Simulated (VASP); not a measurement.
# Pd: single point with LDA

Pd:

```
Pd
1.0
     0.00000    2.65034    2.65034
     2.65034    0.00000    2.65034
     2.65034    2.65034    0.00000
Pd
2
Direct
  0.87500 0.87500 0.87500
  0.12500 0.12500 0.12500
```

This cell differs from its parent crystal: volume scaled by 0.84.

| Quantity | Value |
| --- | --- |
| Program | VASP 6.6.1 |
| Task | single point |
| Functional | LDA |
| Potentials or basis | VASP PAW LDA potentials, release 64 (Pd) |
| Cutoff | 520 eV |
| k mesh | 13 × 13 × 13 |
| Occupations | fermi-dirac, width 0.1 eV |
| Spin | no spin polarisation |
| Dipole correction | no |
| Further INCAR settings | ALGO = Normal; EDIFF = 1e-06; NBANDS = 17 |

* Pressure: 25.4 GPa
* Band gap on the k mesh: zero (band 10 reaches 7.12 eV, above the bottom of band 11 at 6.52 eV)

Levels at points of the mesh, in eV from the Fermi level:
```csv
k point,band 6,band 7,band 8,band 9,band 10,band 11,band 12,band 13,band 14,band 15
"(0.00, 0.00, 0.00)",-4.62,-2.00,-2.00,-2.00,-0.15,-0.15,13.32,13.47,13.47,13.47
```

Wall time 27 s on 1 thread of Intel(R) Xeon(R) Platinum 8488C (Sapphire Rapids), with other jobs on the host, peak memory 0.17 GiB.
